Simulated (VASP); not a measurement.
**Ru: relaxation of cell and atoms with PBEsol**

Ru:

```
Ru
1.0
     2.70580    0.00000    0.00000
    -1.35290    2.34329    0.00000
     0.00000    0.00000    4.28190
Ru
2
Direct
  0.33333 0.66667 0.25000
  0.66667 0.33333 0.75000
```

```
Program                : VASP 6.6.1
Task                   : relaxation of cell and atoms
Functional             : PBEsol
Potentials or basis    : VASP PAW PBE potentials, release 64 (Ru_pv)
Cutoff                 : 600 eV
k mesh                 : 10 × 10 × 6
Occupations            : fermi-dirac, width 0.1 eV
Spin                   : no spin polarisation
Dipole correction      : no
Further INCAR settings : ALGO = Normal; EDIFF = 1e-06; IBRION = 2; EDIFFG = -0.02; NSW = 80; ISIF = 3
```

```json
{
  "Relaxed volume": "13.33 Å³/atom",
  "Relaxed cell": "a = 2.696 Å, b = 2.696 Å, c = 4.236 Å, α = 90.00°, β = 90.00°, γ = 120.00°",
  "Space group after relaxing (to 0.1 Å)": "P6_3/mmc (No. 194)",
  "Energy gained by relaxing": "5.4 meV/atom",
  "Ionic steps": "6",
  "Pressure after relaxing": "0.0 GPa",
  "Band gap on the k mesh": "zero (bands 14 and 15 overlap by 3.32 eV)"
}
```

Stress tensor (GPa, compression positive):
```
 0.06  0.00  0.00
 0.00  0.06  0.00
 0.00  0.00 -0.02
```

Step by step:
```tsv
step	energy change (eV)	largest force (eV/Å)	pressure (GPa)	volume (Å³)
1	0.0000	0.0000	-6.04	27.15
2	0.0927	0.0000	23.05	25.19
3	-0.0105	0.0000	0.05	26.66
4	-0.0105	0.0000	0.22	26.65
5	-0.0106	0.0000	-0.15	26.68
6	-0.0108	0.0000	0.04	26.67
```

Final structure:
```
Ru
1.0
     2.69610    0.00000    0.00000
    -1.34805    2.33489    0.00000
     0.00000    0.00000    4.23624
Ru
2
Direct
  0.33333 0.66667 0.25000
  0.66667 0.33333 0.75000
```

Levels at points of the mesh, in eV from the Fermi level:
```csv
k point,band 11,band 12,band 13,band 14,band 15,band 16,band 17,band 18
"(0.00, 0.00, 0.00)",-2.44,-1.97,-1.97,-1.49,-1.49,1.22,1.22,1.34
"(0.50, 0.00, 0.00)",-2.10,-1.89,-1.54,1.43,1.88,2.02,4.13,6.20
"(0.00, 0.00, 0.50)",-2.88,-2.88,-2.77,-2.77,0.57,0.57,0.57,0.57
"(0.50, 0.00, 0.50)",-1.12,-1.12,0.43,0.43,1.71,1.71,3.42,3.42
```

Wall time 110 s on 1 thread of Intel Xeon 8259CL, with other jobs on the host, peak memory 0.18 GiB.

Caveat: the PAW data sets were made with another functional, which shifts forces and pressure a little.
